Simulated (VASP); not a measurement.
# SiH4CO: single point with LDA

System: SiH4CO.

```
O C Si H
1.0
     9.91596    0.00000    0.00000
     0.00000    9.91596    0.00000
     0.00000    0.00000    9.91596
O C Si H
5 5 5 20
Direct
  0.16756 0.43372 0.38712
  0.88386 0.41079 0.10003
  0.65318 0.51546 0.29669
  0.66089 0.16692 0.52143
  0.28923 0.92375 0.95324
  0.18956 0.39905 0.28354
  0.95251 0.31499 0.08620
  0.73172 0.56630 0.36552
  0.76321 0.14073 0.55668
  0.32256 0.84630 0.87627
  0.22034 0.53083 0.90719
  0.98089 0.07770 0.28957
  0.83525 0.84766 0.65623
  0.60962 0.19355 0.00032
  0.15326 0.14394 0.71088
  0.26496 0.60595 0.03072
  0.15795 0.40611 0.96100
  0.11391 0.60730 0.83864
  0.33801 0.49623 0.81692
  0.93283 0.98805 0.17535
  0.86641 0.16914 0.29163
  0.98618 0.01726 0.42663
  0.11814 0.12401 0.25752
  0.72737 0.89460 0.74771
  0.83075 0.70782 0.63872
  0.81131 0.87369 0.50739
  0.96738 0.89609 0.70056
  0.60398 0.29971 0.10861
  0.53969 0.06468 0.02886
  0.54227 0.25287 0.87486
  0.75049 0.14765 0.97502
  0.17634 0.99935 0.66192
  0.04000 0.15468 0.80300
  0.27817 0.18804 0.77248
  0.12019 0.21366 0.58443
```

```yaml
Program: VASP 6.6.1
Task: single point
Functional: LDA
Potentials_or_basis: VASP PAW LDA potentials, release 64 (O, C, Si, H)
Cutoff: 520 eV
k_mesh: 1 × 1 × 1
Occupations: fermi-dirac, width 0.05 eV
Spin: no spin polarisation
```

```json
{"Pressure": "0.4 GPa", "Largest force": "4.325 eV/Å", "Band gap on the k mesh": "4.60 eV"}
```

Forces on the atoms (eV/Å):
```
O   -0.803  1.260  3.800
O    2.282 -3.104 -0.448
O    1.236  0.793  1.097
O   -3.948  1.016 -1.386
O   -0.116  0.356  0.310
C    0.784 -1.271 -3.814
C   -2.256  3.131  0.411
C   -1.218 -0.815 -1.107
C    3.946 -0.971  1.481
C    0.082 -0.376 -0.310
Si   0.518 -0.167  0.352
Si  -0.138 -0.950 -0.417
Si  -0.314  1.189 -0.950
Si  -0.266  0.257 -0.543
Si   0.045 -1.232 -0.949
H    0.083  0.062 -0.165
H   -0.098 -0.356 -0.030
H   -0.237  0.311 -0.333
H   -0.259  0.131  0.157
H    0.315 -0.161  0.380
H   -0.293  0.987  0.129
H   -0.027 -0.322  0.028
H    0.202  0.482 -0.123
H   -0.234  0.167  0.060
H    0.066 -2.185  0.394
H   -0.038  0.562  0.365
H    0.453  0.197  0.115
H    0.012 -0.303 -0.018
H   -0.313 -0.040  0.303
H    0.365 -0.191  0.350
H    0.198  0.256 -0.098
H   -0.141  0.379  0.389
H   -0.549 -0.023  0.540
H    0.681  0.431  0.340
H   -0.023  0.498 -0.311
```

Stress tensor (GPa, compression positive):
```
 0.57  0.15 -0.16
 0.15  0.20 -0.29
-0.16 -0.29  0.32
```

Levels at points of the mesh, in eV from the valence-band top:
```tsv
k point	band 42	band 43	band 44	band 45	band 46	band 47	band 48	band 49
(0.00, 0.00, 0.00)	-0.57	-0.39	-0.34	0.00	4.60	4.76	5.03	5.05
```

Run time: 2.2 min on 1 thread of Intel(R) Xeon(R) Platinum 8259CL CPU @ 2.50GHz (Skylake/Cascade Lake), with other jobs on the host, peak memory 0.73 GiB.

Caveat: the k points lie up to 0.63 Å⁻¹ apart.
